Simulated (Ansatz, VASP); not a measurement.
## One calculation of ZrN, two programs

INCAR

```
PREC = Accurate
ENCUT = 600
EDIFF = 1E-6
ISMEAR = 1
SIGMA = 0.15
LREAL = False
LASPH = True
NELM = 120
ALGO = Normal
ISIF = 2
LWAVE = False
LCHARG = True
GGA = CA
LELF = True
LVHAR = True
NBANDS = 16
GGA_COMPAT = False
```

File KPOINTS:

```
Automatic mesh
0
Gamma
  7 7 7
```

The input POSCAR:

```
ZrN
1.0
    0.0000000000      2.3000000000      2.3000000000
    2.3000000000      0.0000000000      2.3000000000
    2.3000000000      2.3000000000      0.0000000000
Zr N
1 1
Direct
    0.5000000000      0.5000000000      0.5000000000
    0.0000000000      0.0000000000      0.0000000000
```

Input for Ansatz:

```yaml
crystal:
  lattice:
    - [0.0, 2.3, 2.3]
    - [2.3, 0.0, 2.3]
    - [2.3, 2.3, 0.0]
  atoms:
    - { symbol: Zr, position: [0.5, 0.5, 0.5] }
    - { symbol: "N", position: [0.0, 0.0, 0.0] }
basis:
  ecutwfc: 420.0
kpoints:
  mp_grid:
    grid: [7, 7, 7]
hamiltonian:
  xc: lda
scf:
  occupations:
    method: cold
    width: 0.15
output:
  stress: true
```

Alike in both runs: task single point; functional LDA; k mesh 7 × 7 × 7; no spin polarisation.

|  | VASP | Ansatz |
| --- | --- | --- |
| version | VASP 6.6.1 | Ansatz 0.2.0 |
| potentials or method | VASP PAW LDA potentials, release 64 (Zr_sv, N), cutoff 600 eV | plane waves, PAW |
| occupations | methfessel-paxton of order 1, width 0.15 eV | cold, width 0.15 eV |
| valence electrons in the cell | 17 | 17 |

VASP gave:

```
pressure (GPa) : -11.9
```

Q: Which values does Ansatz return?

A: Pressure (GPa): -12.5.

LDA's correlation is that of Perdew and Zunger in VASP and of Perdew and Wang (1992) in Ansatz.
